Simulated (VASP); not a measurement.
Input of a VASP 6.6.1 run:

POSCAR

```
Eu
1.0
   -2.3030000000      2.3030000000      2.3030000000
    2.3030000000     -2.3030000000      2.3030000000
    2.3030000000      2.3030000000     -2.3030000000
Eu
1
Direct
    0.0000000000      0.0000000000      0.0000000000
```

Contents of INCAR.step1:

```
PREC = Accurate
ENCUT = 520
ISMEAR = -1
SIGMA = 0.05
LREAL = False
LASPH = True
NELM = 150
MAGMOM = 0 0 7
LSORBIT = True
GGA_COMPAT = False
LMAXMIX = 6
NBANDS = 28
GGA = PE
ALGO = Normal
EDIFF = 1E-4
LWAVE = True
LCHARG = False
```

Contents of INCAR.step2:

```
PREC = Accurate
ENCUT = 520
EDIFF = 1E-6
ISMEAR = -1
SIGMA = 0.05
LREAL = False
LASPH = True
NELM = 150
ALGO = Normal
ISIF = 2
LWAVE = False
LCHARG = True
MAGMOM = 0 0 7
LORBIT = 11
LSORBIT = True
GGA_COMPAT = False
LORBMOM = True
LMAXMIX = 6
METAGGA = R2SCAN
LMIXTAU = True
LVHAR = True
NBANDS = 28
ISTART = 1
```

The input KPOINTS:

```
regular mesh
0
Gamma
  8 8 8
```

Potentials or basis: VASP PAW PBE potentials, release 64 (Eu).

Run with:

```sh
$ cat potpaw_PBE.64/Eu/POTCAR > POTCAR
$ cp INCAR.step1 INCAR
$ mpirun -np 1 vasp_ncl > vasp.out
$ cp INCAR.step2 INCAR
$ mpirun -np 1 vasp_ncl > vasp.out
```

What does it give for the net moment?

7.70 μB per cell.

Predict the pressure.

-1.7 GPa.

Moments on the atoms (μB; x, y, z):
```
Eu  0.00 0.00 6.68
```

Caveat: the PAW data sets were made with another functional, which shifts forces and pressure a little. The state reached can hang on the start; a lower one may exist.
